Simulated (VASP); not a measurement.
# Ge: single point with revPBE+D4

The system is Ge.

```xyz
2
Lattice="0.0000 2.7712 2.7712 2.7712 0.0000 2.7712 2.7712 2.7712 0.0000" Properties=species:S:1:pos:R:3 pbc="T T T"
Ge    4.1567    4.1567    4.1567
Ge    2.7712    2.7712    2.7712
```

| Property | Result |
| --- | --- |
| Program | VASP 6.6.1 |
| Task | single point |
| Functional | revPBE |
| Dispersion | D4 |
| Potentials or basis | VASP PAW PBE potentials, release 64 (Ge_d) |
| Cutoff | 520 eV |
| k mesh | 8 × 8 × 8 |
| Occupations | fermi-dirac, width 0.05 eV |
| Spin | no spin polarisation |
| Dipole correction | no |
| Further INCAR settings | ALGO = Normal; EDIFF = 1e-06; NBANDS = 21 |

The pressure is 5.8 GPa, the band gap on the k mesh is 0.44 eV, indirect (least direct gap 0.70 eV) and the dispersion energy per atom is -0.577 eV.

Levels at points of the mesh, in eV from the valence-band top:
```tsv
k point	band 10	band 11	band 12	band 13	band 14	band 15	band 16	band 17	band 18	band 19
(0.00, 0.00, 0.00)	-24.63	-13.24	0.00	0.00	0.00	0.70	2.58	2.58	2.58	6.70
(0.50, 0.00, 0.00)	-24.60	-10.99	-7.88	-1.50	-1.50	0.44	3.78	3.78	7.25	11.08
(0.50, 0.50, 0.00)	-24.58	-9.11	-9.11	-3.30	-3.30	0.72	0.72	10.08	10.08	12.34
```

Run time: 19 s on 1 thread of Intel Xeon 6975P-C, with other jobs on the host, peak memory 0.17 GiB.

Caveat: the PAW data sets were made with another functional, which shifts forces and pressure a little. A k mesh can miss the band edges.
